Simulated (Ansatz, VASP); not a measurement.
**One calculation of HfRu, two programs**

```
Hf Ru
1.0
     3.15917    0.00000    0.00000
     0.00000    3.15917    0.00000
     0.00000    0.00000    3.15917
Hf Ru
1 1
Direct
  0.00000 0.00000 0.00000
  0.50000 0.50000 0.50000
```

Change from the starting cell: volume scaled by 0.94, crystal datasets.

Alike in both runs: task electric field gradients; functional PBEsol; k mesh 11 × 11 × 11; occupations fermi-dirac, width 0.08 eV; no spin polarisation.

|  | VASP | Ansatz |
| --- | --- | --- |
| version | VASP 6.6.1 | Ansatz 0.2.0 |
| potentials or method | VASP PAW PBE potentials, release 64 (Hf_pv, Ru_pv), cutoff 520 eV | all-electron PAW with datasets made for the crystal, scalar-relativistic |

```tsv
	VASP	Ansatz	Ansatz less VASP
pressure (GPa)	9.8	11.0	+1.22
```

VASP's potentials were made for PBE, not for PBEsol. Ansatz ran all-electron here, and VASP with PAW potentials.

Neither program's run includes spin-orbit coupling.
